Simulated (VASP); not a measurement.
The system is Rh.

```
CELL_PARAMETERS angstrom
2.63360 0.00000 0.00000
-1.31680 2.28076 0.00000
0.00000 0.00000 4.24894
ATOMIC_POSITIONS crystal
Rh 0.33333 0.66667 0.25000
Rh 0.66667 0.33333 0.75000
```

This cell differs from its parent crystal: volume scaled by 0.96.

Base run:

```yaml
Program: VASP 6.6.1
Functional: LDA
Potentials_or_basis: VASP PAW LDA potentials, release 64 (Rh_sv_GW)
Cutoff: 530 eV
k_mesh: 15 × 15 × 8
Occupations: fermi-dirac, width 0.1 eV
Spin: no spin polarisation
```

Its results: band gap on the k mesh zero (band 17 reaches 12.79 eV, above the bottom of band 18 at 10.12 eV); pressure 12.1 GPa.

Question: The run is repeated on the same cell with these changes: potentials or basis from VASP PAW LDA potentials, release 64 (Rh_sv_GW) to VASP PAW LDA potentials, release 64 (Rh_pv); cutoff from 530 eV to 520 eV; further incar settings from ALGO = Normal; EDIFF = 1e-06; NBANDS = 24 to ALGO = Normal; EDIFF = 1e-07; NBANDS = 22; valence electrons from 34 to 30. What comes out?

Answer: Band gap on the k mesh zero (band 15 reaches 14.00 eV, above the bottom of band 16 at 11.33 eV); pressure 15.1 GPa.
